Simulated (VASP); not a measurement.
A run of VASP 6.6.1:

INCAR

```
PREC = Accurate
ENCUT = 520
EDIFF = 1E-6
ISMEAR = 0
SIGMA = 0.1
LREAL = False
LASPH = True
NELM = 80
ALGO = Normal
ISIF = 2
LWAVE = False
LCHARG = True
GGA = PE
LELF = True
LVHAR = True
NBANDS = 12
```

File KPOINTS:

```
Automatic mesh
0
Gamma
  20 20 20
```

Contents of POSCAR:

```
Cu
1.0
   -1.4427933200      1.4427933200      1.3760814500
    1.4427933200     -1.4427933200      1.3760814500
    1.4427933200      1.4427933200     -1.3760814500
Cu
1
Direct
    0.0000000000      0.0000000000      0.0000000000
```

Potentials or basis: VASP PAW PBE potentials, release 64 (Cu).

Command:

```bash
$ cat potpaw_PBE.64/Cu/POTCAR > POTCAR
$ mpirun -np 1 vasp_std > vasp.out
```

Hardware: 1 thread of Intel(R) Xeon(R) 6975P-C (Granite Rapids), with other jobs on the host.

Estimate the wall time of this run.

It took 26 s on 1 thread of Intel(R) Xeon(R) 6975P-C (Granite Rapids) (shared host), peak memory 0.19 GiB. Counts: scf iterations 12, k points 641.
